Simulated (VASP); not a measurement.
Si (a cell with a defect), 63 atoms in the cell. The cell holds a defect, 63 atoms: a = 10.860 Å, b = 10.860 Å, c = 10.860 Å, α = 90.00°, β = 90.00°, γ = 90.00°. 

```yaml
Program: VASP 6.6.1
Task: single point
Functional: LDA
Potentials_or_basis: VASP PAW LDA potentials, release 64 (Si)
Cutoff: 520 eV
k_mesh: 1 × 1 × 1
Occupations: fermi-dirac, width 0.05 eV
Spin: no spin polarisation
Dipole_correction: no
Further_INCAR_settings: LREAL = Auto; ALGO = Normal; EDIFF = 1e-06; NBANDS = 163
```

Potentials or basis: VASP PAW LDA potentials, release 64 (Si).

The run is started by

```console
$ cat potpaw_LDA.64/Si/POTCAR > POTCAR
$ mpirun -np 1 vasp_gam > vasp.out
```

Hardware: 1 thread of Intel(R) Xeon(R) Platinum 8488C (Sapphire Rapids), with other jobs on the host.

Problem. How long does it take, and how much memory?

Solution. It took 3.1 min on 1 thread of Intel(R) Xeon(R) Platinum 8488C (Sapphire Rapids) (shared host), peak memory 0.67 GiB. Counts: scf iterations 14, k points 1.
